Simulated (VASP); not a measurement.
# MoS2 in VASP: notebook

Runs on MoS2. Level: PBE+D3(BJ). Tasks: single point.

Everything below comes from runs of VASP 6.6.1. Logs are shortened: lines on timing, memory, paths and dates and some standing lists are left out, and cuts for length are marked.

### 1 The cell of the first run

Symmetry: Cm, No. 8, monoclinic system. The conventional cell has a = 5.455 Å, b = 3.149 Å, c = 12.091 Å, α = 90.00°, β = 90.00°, γ = 90.00°. Mo (site symmetry m) has 6 S at 2.40 Å and 6 Mo at 3.15 Å within 3.2 Å. Within 3.0 Å of Mo (site symmetry m) lie 6 S at 2.25 to 2.48 Å. S (site symmetry m) has 3 Mo at 2.25 to 2.48 Å within 3.0 Å. S (site symmetry m) has 3 Mo at 2.40 Å and 7 S at 3.13 to 3.15 Å within 3.2 Å. S (site symmetry m) has 3 Mo at 2.40 Å and 7 S at 3.14 to 3.15 Å within 3.2 Å. Within 3.2 Å of S (site symmetry m) lie 3 Mo at 2.40 Å and 7 S at 3.13 to 3.15 Å.

### 2 Single point, PBE+D3(BJ) (atom 3 (S) moved by (+0.000, +0.200) A along x and y)

The input, INCAR:

```
PREC = Accurate ; ENCUT = 520
EDIFF = 1E-6 ; ISMEAR = 0
SIGMA = 0.05 ; LREAL = False
LASPH = True ; NELM = 80
ALGO = Normal ; ISIF = 2
LWAVE = False ; LCHARG = False
GGA = PE ; IVDW = 12
NBANDS = 35
```

The input, KPOINTS:

```
Automatic mesh
0
Gamma
  12 12 4
```

The input, POSCAR:

```
MoS2
1.0
    3.1493511256      0.0000000000      0.0000000000
   -1.5746755628      2.7274180802      0.0000000000
    0.0000000000      0.0000000000     12.0907538840
Mo S
2 4
Direct
    0.3333333333      0.6666666667      0.2500000000
    0.6666666667      0.3333333333      0.7500000000
    0.3699980459      0.7399960918      0.6204905688
    0.6666666667      0.3333333333      0.1204905688
    0.3333333333      0.6666666667      0.8795094312
    0.6666666667      0.3333333333      0.3795094312
```

Potentials or basis: VASP PAW PBE potentials, release 64 (Mo_sv, S).

Command:

```
$ cat potpaw_PBE.64/Mo_sv/POTCAR potpaw_PBE.64/S/POTCAR > POTCAR
$ mpirun -np 1 vasp_std > vasp.out
```

OUTCAR:

```text
PREC = Accurate
   ENCUT = 520
   EDIFF = 1E-6
   ISMEAR = 0
   LREAL = False
   LASPH = True
   NELM = 80
   ISIF = 2
   GGA = PE
   IVDW = 12
 IVDW          = 12

 ion  position               nearest neighbor table
   1  0.333  0.667  0.250-   4 2.40   6 2.40   4 2.40   6 2.40   4 2.40   6 2.40
   2  0.667  0.333  0.750-   3 2.25   5 2.40   5 2.40   5 2.40   3 2.48   3 2.48
   3  0.370  0.740  0.620-   2 2.25   2 2.48   2 2.48
   4  0.667  0.333  0.120-   1 2.40   1 2.40   1 2.40
   5  0.333  0.667  0.880-   2 2.40   2 2.40   2 2.40
   6  0.667  0.333  0.380-   1 2.40   1 2.40   1 2.40

  LATTYP: Found a hexagonal cell.
 ALAT       =     3.1493511256
 C/A-ratio  =     3.8391253950

  Lattice vectors:

 A1 = (   3.1493511256,   0.0000000000,   0.0000000000)
 A2 = (  -1.5746755628,   2.7274180802,   0.0000000000)
 A3 = (   0.0000000000,   0.0000000000,  12.0907538840)

Analysis of symmetry for initial positions (statically):
=====================================================================
 Subroutine PRICEL returns:
 Original cell was already a primitive cell.

 Routine SETGRP: Setting up the symmetry group for a
 hexagonal supercell.

 Subroutine GETGRP returns: Found  2 space group operations
 (whereof  2 operations were pure point group operations)
 out of a pool of 24 trial point group operations.

The static configuration has the point symmetry C_1h.

Analysis of symmetry for dynamics (positions and initial velocities):
=====================================================================
 Subroutine PRICEL returns:
 Original cell was already a primitive cell.

 Routine SETGRP: Setting up the symmetry group for a
 hexagonal supercell.

 Subroutine GETGRP returns: Found  2 space group operations
 (whereof  2 operations were pure point group operations)
 out of a pool of 24 trial point group operations.

The dynamic configuration has the point symmetry C_1h.

 Subroutine INISYM returns: Found  2 space group operations
 (whereof  2 operations are pure point group operations),
 and found     1 'primitive' translations

----------------------------------------------------------------------------------------

                                     Primitive cell

  volume of cell :     103.8547

  direct lattice vectors                    reciprocal lattice vectors
     3.149351126  0.000000000  0.000000000     0.317525725  0.183323563  0.000000000
[... 90 lines left out ...]
   LSORBIT =      F    spin-orbit coupling
   LASPH  =      T    aspherical Exc in radial PAW
   ENCUT  =  520.0 eV  38.22 Ry    6.18 a.u.   5.86  5.86 22.48*2*pi/ulx,y,z
   NELM   =     80;   NELMIN=  2; NELMDL= -5     # of ELM steps
   EDIFF  = 0.1E-05   stopping-criterion for ELM
   LREAL  =      F    real-space projection
[... 7 lines left out ...]
   TEBEG  =    0.0;   TEEND  =   0.0 temperature during run
   PSTRESS=    0.0 pullay stress
   NELECT =      52.0000    total number of electrons
   NUPDOWN=      -1.0000    fix difference up-down
   EMIN   =  10.00;   EMAX   =-10.00  energy-range for DOS
   EFERMI =   0.00;   METHOD = LEGACY
   ISMEAR =     0;   SIGMA  =   0.05  broadening in eV -4-tet -1-fermi 0-gaus
   EFERMI_NEDOS =   21; number of points for ismear=-14 and -15
   IALGO  =     38    algorithm
   IMIX   =      4    mixing-type and parameters
     AMIX     =   0.40;   BMIX     =  1.00
     AMIX_MAG =   1.60;   BMIX_MAG =  1.00
  volume/ion in A,a.u.               =      17.31       116.81
  Fermi-wavevector in a.u.,A,eV,Ry     =   1.299972  2.456590 22.992844  1.689926
  Thomas-Fermi vector in A             =   2.431201
   LORBIT       =      0    0 simple, 1 ext, 2 COOP (PROOUT), +10 PAW based schemes
   GGA     = PE    functional components
   LHFCALC =     F    Hartree Fock is set to
   AEXX    =    0.0000 exact exchange contribution
   IVDW    =    12    specifies the selected vdW correction
   LEPSILON=     F    determine dielectric tensor
   LRPA    =     F    only Hartree local field effects (RPA)
 non-spin polarized calculation
 Gauss-broadening in eV      SIGMA  =   0.05
  energy-cutoff  :      520.00
  volume of cell :      103.85
 maximum number of plane-waves:      2820
   NGX = 11   NGY = 11   NGZ = 45

 number of electron      52.0000003 magnetization

 Free energy of the ion-electron system (eV)
  ---------------------------------------------------
  ext. energy  EPLUGINS =         0.00000000
  ---------------------------------------------------
  free energy    TOTEN  =       -43.33361240 eV

  energy without entropy =      -43.33361240  energy(sigma->0) =      -43.33361240

 E-fermi :   8.2374     XC(G=0): -11.0131

 val. band max:        7.9502783288   @ k =   0.0000   0.0000   0.0000
 cond. band min:       8.7091460853   @ k =  -0.3333   0.1667   0.0000
 fundamental gap:      0.7588677565
 Fermi energy:         8.2373551449

 k-point     1 :       0.0000    0.0000    0.0000
  band No.  band energies     occupation
      1     -53.5943      2.00000
      2     -53.5801      2.00000
      3     -27.7640      2.00000
      4     -27.7582      2.00000
      5     -27.5166      2.00000
      6     -27.5164      2.00000
[... 901 lines left out ...]
     34      11.8113      0.00000
     35      14.1435      0.00000

 [... further k-points ...]

------------------------ aborting loop because EDIFF is reached ----------------------------------------

 Edisp (eV)   -2.62506

 E8    (eV) :    -1.0585

  FORCE on cell =-STRESS in cart. coord.  units (eV):
  Direction    XX          YY          ZZ          XY          YZ          ZX
  --------------------------------------------------------------------------------------
  -------------------------------------------------------------------------------------
  Total      -0.46553     0.85480     0.69584     0.00000     3.22833     0.00000
  in kB      -7.18184    13.18714    10.73484     0.00000    49.80382     0.00000
  external pressure =        5.58 kB  Pullay stress =        0.00 kB

 VOLUME and BASIS-vectors are now :
 -----------------------------------------------------------------------------
  energy-cutoff  :      520.00
  volume of cell :      103.85
      direct lattice vectors                 reciprocal lattice vectors
     3.149351126  0.000000000  0.000000000     0.317525725  0.183323563  0.000000000
    -1.574675563  2.727418080  0.000000000     0.000000000  0.366647126  0.000000000
     0.000000000  0.000000000 12.090753884     0.000000000  0.000000000  0.082707829

 POSITION                                       TOTAL-FORCE (eV/Angst)
 -----------------------------------------------------------------------------------
     -0.00000      1.81828      3.02269        -0.000000      0.012868      0.002278
      1.57468      0.90914      9.06807         0.000000      2.187065      0.501529
     -0.00000      2.01828      7.50220        -0.000000     -2.186313     -0.503911
      1.57468      0.90914      1.45682        -0.000000     -0.005939      0.013101
     -0.00000      1.81828     10.63393        -0.000000     -0.025850      0.002292
      1.57468      0.90914      4.58856        -0.000000      0.018170     -0.015289
 -----------------------------------------------------------------------------------
    total drift:                                0.000000      0.000146      0.000073

  FREE ENERGIE OF THE ION-ELECTRON SYSTEM (eV)
  ---------------------------------------------------
  free  energy   TOTEN  =       -45.9586748476 eV

  energy  without entropy=      -45.9586748476  energy(sigma->0) =      -45.95867485
```

Run time: 17 min. Hardware: 1 thread of Intel Xeon 8259CL, shared host; peak memory 0.52 GiB.

Results:

* Free energy: -45.9587 eV
* Pressure: 0.6 GPa
* Largest force: 2.244 eV/Å
* Band gap on the k mesh: 0.76 eV (least direct gap 1.54 eV)
* Dispersion energy per atom: -0.438 eV

Forces on the atoms (eV/Å):
```
Mo   0.000  0.013  0.002
Mo   0.000  2.187  0.502
S    0.000 -2.186 -0.504
S    0.000 -0.006  0.013
S    0.000 -0.026  0.002
S    0.000  0.018 -0.015
```

Stress tensor (GPa, compression positive):
```
-0.72  0.00  0.00
 0.00  1.32  4.98
 0.00  4.98  1.07
```

Levels at points of the mesh, in eV from the valence-band top:
```
           k point  band 22  band 23  band 24  band 25  band 26  band 27  band 28  band 29  band 30  band 31
(0.00, 0.00, 0.00)    -2.18    -1.73    -1.27    -1.09     0.00     1.54     2.02     2.10     2.10     2.30
(0.50, 0.00, 0.00)    -2.56    -1.88    -1.63    -1.42    -1.05     1.62     1.68     1.98     2.30     2.63
(0.00, 0.50, 0.00)    -2.55    -1.75    -1.59    -1.48    -1.36     1.55     1.65     2.00     2.30     2.92
(0.00, 0.00, 0.50)    -2.19    -2.18    -1.73    -0.29    -0.24     1.54     2.01     2.10     2.15     2.31
(0.50, 0.00, 0.50)    -2.62    -1.84    -1.66    -1.41    -1.07     1.64     1.65     2.15     2.16     2.82
(0.00, 0.50, 0.50)    -2.71    -1.66    -1.58    -1.52    -1.39     1.55     1.64     2.16     2.16     3.21
```

Caveat: the cell differs from its parent crystal (atom 3 (S) moved by (+0.000, +0.200) A along x and y); forces of over 1 eV/Å act on the atoms, so gaps and moduli don't describe the material at rest. A k mesh can miss the band edges.

### 3 Single point, PBE+D3(BJ) (atom 3 (S) moved by (+0.000, -0.200) A along x and y)

The input, INCAR:

```
ALGO = Normal
EDIFF = 1E-6
ENCUT = 520
GGA = PE
ISIF = 2
ISMEAR = 0
IVDW = 12
LASPH = True
LCHARG = False
LREAL = False
LWAVE = False
NBANDS = 35
NELM = 80
PREC = Accurate
SIGMA = 0.05
```

The input, KPOINTS:

```
k-points
0
Gamma
  12 12 4
```

Edit POSCAR of step 2 so:

```diff
@@ -10,3 +10,3 @@
     0.6666666667      0.3333333333      0.7500000000
-    0.3699980459      0.7399960918      0.6204905688
+    0.2966686208      0.5933372415      0.6204905688
     0.6666666667      0.3333333333      0.1204905688
```

Potentials or basis: VASP PAW PBE potentials, release 64 (Mo_sv, S).

Command:

```
$ cat potpaw_PBE.64/Mo_sv/POTCAR potpaw_PBE.64/S/POTCAR > POTCAR
$ mpirun -np 1 vasp_std > vasp.out
```

It took 8.1 min on 1 thread of Intel Xeon Platinum 8259CL at 2.50GHz (Skylake/Cascade Lake), shared host; peak memory 0.56 GiB.

Results (log left out):

* Free energy: -45.9914 eV
* Pressure: 0.4 GPa
* Largest force: 1.848 eV/Å
* Band gap on the k mesh: 0.77 eV (least direct gap 1.49 eV)
* Dispersion energy per atom: -0.438 eV

Forces in eV/Å, atoms in the order of the input:
```
Mo   0.000 -0.011  0.002
Mo   0.000 -1.810  0.372
S    0.000  1.699 -0.375
S    0.000  0.005  0.013
S    0.000  0.131  0.003
S    0.000 -0.014 -0.015
```

Stress tensor (GPa, compression positive):
```
 1.32  0.00  0.00
 0.00 -0.86 -3.59
 0.00 -3.59  0.76
```

Levels at points of the mesh, in eV from the valence-band top:
```tsv
k point	band 22	band 23	band 24	band 25	band 26	band 27	band 28	band 29	band 30	band 31
(0.00, 0.00, 0.00)	-2.18	-1.77	-1.25	-1.07	0.00	1.49	2.03	2.10	2.11	2.30
(0.50, 0.00, 0.00)	-2.56	-1.89	-1.65	-1.43	-1.14	1.57	1.65	2.00	2.30	2.75
(0.00, 0.50, 0.00)	-2.55	-1.80	-1.54	-1.41	-1.16	1.63	1.71	1.97	2.33	2.68
(0.00, 0.00, 0.50)	-2.18	-2.18	-1.70	-0.28	-0.24	1.49	2.02	2.10	2.15	2.32
(0.50, 0.00, 0.50)	-2.73	-1.85	-1.65	-1.40	-1.17	1.58	1.64	2.16	2.16	2.98
(0.00, 0.50, 0.50)	-2.52	-1.69	-1.66	-1.42	-1.17	1.64	1.69	2.14	2.18	2.90
```

Caveat: the cell differs from its parent crystal (atom 3 (S) moved by (+0.000, -0.200) A along x and y); forces of over 1 eV/Å act on the atoms, so gaps and moduli don't describe the material at rest. A k mesh can miss the band edges.

(Continued in part 2 of 2.)
